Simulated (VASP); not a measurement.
# Re (P6_3/mmc) in VASP: a series of runs, part 2 of 2

VASP 6.6.1. Earlier steps stand in the parts before.

## Step 3: Relaxation of cell and atoms, PBE

The input, INCAR:

```
SYSTEM = Re
ALGO = Normal
EDIFF = 1E-7
EDIFFG = -0.005
ENCUT = 600
GGA = PE
IBRION = 2
ISIF = 3
ISMEAR = -1
LASPH = .True.
LCHARG = .False.
LREAL = .False.
LWAVE = .False.
NELM = 60
NSW = 60
PREC = Accurate
SIGMA = 0.05
```

The input, KPOINTS:

```
k-points
0
Gamma
  18 18 10
  0 0 0
```

The input, POSCAR:

```
Re
1.0
    2.7728322014      0.0000000000      0.0000000000
   -1.3864161007      2.4013431268      0.0000000000
    0.0000000000      0.0000000000      4.4919881662
Re
2
Direct
    0.3333333333      0.6666666667      0.2500000000
    0.6666666667      0.3333333333      0.7500000000
```

Potentials or basis: VASP PAW PBE potentials, release 64 (Re).

On the command line:

```
$ cat potpaw_PBE.64/Re/POTCAR > POTCAR
$ mpirun -np 1 vasp_std > vasp.out
```

OUTCAR:

```text
SYSTEM = Re
   EDIFF = 1E-7
   EDIFFG = -0.005
   ENCUT = 600
   GGA = PE
   IBRION = 2
   ISIF = 3
   ISMEAR = -1
   LASPH = .True.
   LREAL = .False.
   NELM = 60
   NSW = 60
   PREC = Accurate

 ion  position               nearest neighbor table
   1  0.333  0.667  0.250-   2 2.76   2 2.76   2 2.76   2 2.76   2 2.76   2 2.76
   2  0.667  0.333  0.750-   1 2.76   1 2.76   1 2.76   1 2.76   1 2.76   1 2.76

  LATTYP: Found a hexagonal cell.
 ALAT       =     2.7728322014
 C/A-ratio  =     1.6200000000

  Lattice vectors:

 A1 = (   2.7728322014,   0.0000000000,   0.0000000000)
 A2 = (  -1.3864161007,   2.4013431268,   0.0000000000)
 A3 = (   0.0000000000,   0.0000000000,   4.4919881662)

Analysis of symmetry for initial positions (statically):
=====================================================================
 Subroutine PRICEL returns:
 Original cell was already a primitive cell.

 Routine SETGRP: Setting up the symmetry group for a
 hexagonal supercell.

 Subroutine GETGRP returns: Found 24 space group operations
 (whereof 12 operations were pure point group operations)
 out of a pool of 24 trial point group operations.

The static configuration has the point symmetry D_3d.
 The point group associated with its full space group is D_6h.

Analysis of symmetry for dynamics (positions and initial velocities):
=====================================================================
 Subroutine PRICEL returns:
 Original cell was already a primitive cell.

 Routine SETGRP: Setting up the symmetry group for a
 hexagonal supercell.

 Subroutine GETGRP returns: Found 24 space group operations
 (whereof 12 operations were pure point group operations)
 out of a pool of 24 trial point group operations.

The dynamic configuration has the point symmetry D_3d.
 The point group associated with its full space group is D_6h.

 Subroutine INISYM returns: Found 24 space group operations
 (whereof 12 operations are pure point group operations),
 and found     1 'primitive' translations

----------------------------------------------------------------------------------------

[... 136 lines left out ...]
  ---------------------------------------------------
  ext. energy  EPLUGINS =         0.00000000
  ---------------------------------------------------
  free energy    TOTEN  =       -24.85920842 eV

  energy without entropy =      -24.84541295  energy(sigma->0) =      -24.85231069

------------------------ aborting loop because EDIFF is reached ----------------------------------------

  FORCE on cell =-STRESS in cart. coord.  units (eV):
  Direction    XX          YY          ZZ          XY          YZ          ZX
  --------------------------------------------------------------------------------------
  -------------------------------------------------------------------------------------
  Total       -0.0109645     -0.0109645     -0.2584943      0.0000000      0.0000000      0.0000000
  in kB       -0.5873319     -0.5873319    -13.8466652      0.0000000      0.0000000      0.0000000
  external PRESSURE =      -5.0071097 kB  Pullay stress =       0.0000000 kB
[... 131 lines left out ...]
--------------------------------------- Ionic step        5  -------------------------------------------

 number of electron      14.0000000 magnetization

 Free energy of the ion-electron system (eV)
  ---------------------------------------------------
  ext. energy  EPLUGINS =         0.00000000
  ---------------------------------------------------
  free energy    TOTEN  =       -24.85952680 eV

  energy without entropy =      -24.84557597  energy(sigma->0) =      -24.85255138

 E-fermi :   7.6902     XC(G=0): -13.6487

 val. band max:        7.6841228035   @ k =   0.1667   0.0556   0.1000
 cond. band min:       7.6950883828   @ k =   0.3333   0.1667   0.4000
 fundamental gap:      0.0109655793
 Fermi energy:         7.6902452191

 k-point     1 :       0.0000    0.0000    0.0000
  band No.  band energies     occupation
      1      -2.0609      2.00000
      2       1.1884      2.00000
      3       6.1594      2.00000
      4       6.1630      2.00000
      5       6.1630      2.00000
      6       6.9791      2.00000
      7       6.9791      2.00000
      8       7.8913      0.03525
      9       7.8913      0.03525
     10       8.2889      0.00001
     11      10.9988      0.00000
[... 309 lines left out ...]
 k-point    24 :       0.3889    0.1111    0.0000
  band No.  band energies     occupation
      1       2.2097      2.00000
      2       2.3524      2.00000
      3       2.6805      2.00000
      4       5.4323      2.00000
      5       5.6656      2.00000
      6       6.3479      2.00000
      7       7.0854      1.99999
      8      10.8368      0.00000
      9      11.4219      0.00000
     10      11.6992      0.00000
     11      13.2157      0.00000

 [... further k-points ...]

------------------------ aborting loop because EDIFF is reached ----------------------------------------

  FORCE on cell =-STRESS in cart. coord.  units (eV):
  Direction    XX          YY          ZZ          XY          YZ          ZX
  --------------------------------------------------------------------------------------
  -------------------------------------------------------------------------------------
  Total        0.0010792      0.0010792      0.0041670      0.0000000     -0.0000000      0.0000000
  in kB        0.0578941      0.0578941      0.2235286      0.0000000     -0.0000000      0.0000000
  external PRESSURE =       0.1131056 kB  Pullay stress =       0.0000000 kB
[... 17 lines left out ...]
  FREE ENERGIE OF THE ION-ELECTRON SYSTEM (eV)
  ---------------------------------------------------
  free  energy   TOTEN  =       -24.8595268012 eV

  energy  without entropy=      -24.8455759652  energy(sigma->0) =      -24.85255138

 reached required accuracy - stopping structural energy minimisation
```

Run time: 2.3 min. Hardware: 1 thread of Intel Xeon Platinum 8488C (Sapphire Rapids), shared host; peak memory 0.23 GiB.

What came out:

- Free energy: -24.8595 eV
- Relaxed volume: 14.93 Å³/atom
- Relaxed cell: a = 2.774 Å, b = 2.774 Å, c = 4.481 Å, α = 90.00°, β = 90.00°, γ = 120.00°
- Space group after relaxing (to 0.1 Å): P6_3/mmc (No. 194)
- Energy gained by relaxing: 0.2 meV/atom
- Ionic steps: 5
- Pressure after relaxing: 0.0 GPa
- Band gap on the k mesh: zero (bands 7 and 8 overlap by 3.08 eV)

Step by step:
| step | energy change (eV) | largest force (eV/Å) | pressure (GPa) | volume (Å³) |
| --- | --- | --- | --- | --- |
| 1 | 0.0000 | 0.0000 | -0.50 | 29.91 |
| 2 | 0.0009 | 0.0000 | 2.05 | 29.71 |
| 3 | -0.0003 | 0.0000 | 0.30 | 29.84 |
| 4 | -0.0002 | 0.0000 | -0.49 | 29.91 |
| 5 | -0.0003 | 0.0000 | 0.01 | 29.87 |

Final structure:
```xyz
2
Lattice="2.7743 0.0000 0.0000 -1.3871 2.4026 0.0000 0.0000 0.0000 4.4809" Properties=species:S:1:pos:R:3 pbc="T T T"
Re    0.0000    1.6017    1.1202
Re    1.3871    0.8009    3.3607
```

Levels at points of the mesh, in eV from the Fermi level:
```
           k point  band 4  band 5  band 6  band 7  band 8  band 9  band 10  band 11
(0.00, 0.00, 0.00)   -1.53   -1.53   -0.71   -0.71    0.20    0.20     0.60     3.31
(0.50, 0.00, 0.00)   -1.88   -1.72   -1.34   -0.58    3.89    4.28     4.41     5.94
(0.00, 0.00, 0.50)   -2.33   -1.66   -1.66   -1.66   -1.66    2.50     2.50     2.50
(0.50, 0.00, 0.50)   -3.99    0.40    0.40    0.91    0.91    4.19     4.19     4.69
```

Caveat: spin-orbit coupling is left out, which moves the levels of the heavy elements.
